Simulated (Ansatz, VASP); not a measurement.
**Ni in VASP and in Ansatz**

The input POSCAR:

```
Ni
1.0
    0.0000000000      1.7603666700      1.7603666700
    1.7603666700      0.0000000000      1.7603666700
    1.7603666700      1.7603666700      0.0000000000
Ni
1
Direct
    0.0000000000      0.0000000000      0.0000000000
```

File INCAR.step1:

```
ALGO = Normal ; EDIFF = 1E-4
ENCUT = 520 ; GGA = PE
ISMEAR = -1 ; ISPIN = 2
LASPH = True ; LCHARG = False
LMAXMIX = 4 ; LREAL = False
LWAVE = True ; MAGMOM = 0.2
NBANDS = 15 ; NELM = 150
PREC = Accurate ; SIGMA = 0.1
```

INCAR.step2

```
ALGO = Normal ; EDIFF = 1E-6
ENCUT = 520 ; ISIF = 2
ISMEAR = -1 ; ISPIN = 2
ISTART = 1 ; LASPH = True
LCHARG = False ; LMAXMIX = 4
LMIXTAU = True ; LORBIT = 11
LREAL = False ; LWAVE = False
MAGMOM = 0.2 ; METAGGA = R2SCAN
NBANDS = 15 ; NELM = 150
PREC = Accurate ; SIGMA = 0.1
```

File KPOINTS:

```
k-points
0
Gamma
  14 14 14
```

Input for Ansatz:

```yaml
crystal:
  lattice:
    - [0.0, 1.76036667, 1.76036667]
    - [1.76036667, 0.0, 1.76036667]
    - [1.76036667, 1.76036667, 0.0]
  atoms:
    - { symbol: Ni, position: [0.0, 0.0, 0.0], spin: 0.2 }
magnetization:
  spin_polarized: true
hamiltonian:
  xc: r2scan
  pseudopotentials: { kind: paw }
basis:
  ecutwfc: 500
kpoints:
  mp_grid: { grid: [14, 14, 14] }
scf:
  occupations: { method: fermi_dirac, width: 0.1 }
  lower_state_search: "off"
output:
  forces: true
  stress: true
```

Change from the starting cell: parallel moments scaled by 0.1, free total moment.

Alike in both runs: task single point; functional r2SCAN; k mesh 14 × 14 × 14; occupations fermi-dirac, width 0.1 eV; collinear spin.

|  | VASP | Ansatz |
| --- | --- | --- |
| version | VASP 6.6.1 | Ansatz 0.2.0 |
| potentials or method | VASP PAW PBE potentials, release 64 (Ni), cutoff 520 eV | PAW, plane waves, scalar-relativistic |
| valence electrons in the cell | 10 | 18 |

|  | VASP | Ansatz | Ansatz less VASP |
| --- | --- | --- | --- |
| pressure (GPa) | -6.2 | -7.0 | -0.73 |
| net moment per atom (μB) | 0.74 | 0.75 | +0.014 |
| size of the moment on the site where the two differ most (μB) | 0.76 | 0.82 | +0.059 |

VASP's potentials were made for PBE, not for r2SCAN. Site moments also hang on the region over which each program counts them. VASP's potentials hold 10 valence electrons a cell and Ansatz's 18, so a difference there can come from the potentials and not from the codes. Ansatz's warnings: stability check not made.
